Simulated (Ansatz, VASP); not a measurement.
## Al: VASP beside Ansatz

Contents of INCAR:

```
  PREC = Accurate
  ENCUT = 520
  EDIFF = 1E-7
  ISMEAR = 0
  SIGMA = 0.15
  LREAL = F
  LASPH = T
  NELM = 80
  ALGO = Fast
  ISIF = 2
  LWAVE = F
  LCHARG = F
  GGA = PE
  IVDW = 12
  NBANDS = 8
```

The input KPOINTS:

```
regular mesh
0
Gamma
  20 20 20
```

Contents of POSCAR:

```
Al
1.0
   -0.0464903655      1.9910220790      2.1303936245
    1.9445317135      0.0000000000      2.0839032590
    1.9910220790      1.9910220790     -0.0464903655
Al
1
Direct
    0.0000000000      0.0000000000      0.0000000000
```

Input for Ansatz:

```yaml
crystal:
  lattice:
    - [-0.0464903655, 1.991022079, 2.1303936245]
    - [1.9445317135, 0.0, 2.083903259]
    - [1.991022079, 1.991022079, -0.0464903655]
  atoms:
    - { symbol: Al, position: [0.0, 0.0, 0.0] }
basis:
  ecutwfc: 420
kpoints:
  mp_grid: { grid: [20, 20, 20] }
hamiltonian:
  xc: pbe
  pseudopotentials: { kind: paw, azcp: { folder: soft_1 } }
  dispersion: d3bj
scf:
  occupations: { method: gaussian, width: 0.15 }
output:
  forces: true
  stress: true
  eigenvalues: true
  write_density: true
  write_potential: true
  elf: true
  volumetric_format: npy
```

Change from the starting cell: engineering shear strain xz -0.0467, normal strain along z +0.0700.

Alike in both runs: task single point; functional PBE; dispersion D3(BJ); k mesh 20 × 20 × 20; occupations gaussian, width 0.15 eV; no spin polarisation.

|  | VASP | Ansatz |
| --- | --- | --- |
| version | VASP 6.6.1 | Ansatz 0.2.0 |
| potentials or method | VASP PAW PBE potentials, release 64 (Al), cutoff 520 eV | scalar-relativistic, plane waves, PAW |
| valence electrons in the cell | 3 | 3 |

Ansatz gave:

* gap on the k mesh at the Fermi level (eV): none
* pressure (GPa): -4.5
* traceless stress, the component that is largest in VASP (GPa): -2.24

Q: Estimate VASP's values.

A: gap on the k mesh at the Fermi level (eV): none; pressure (GPa): -4.6; traceless stress, the component that is largest in VASP (GPa): -2.23.

A gap of «none» marks a metal or a gap that the smearing closes.
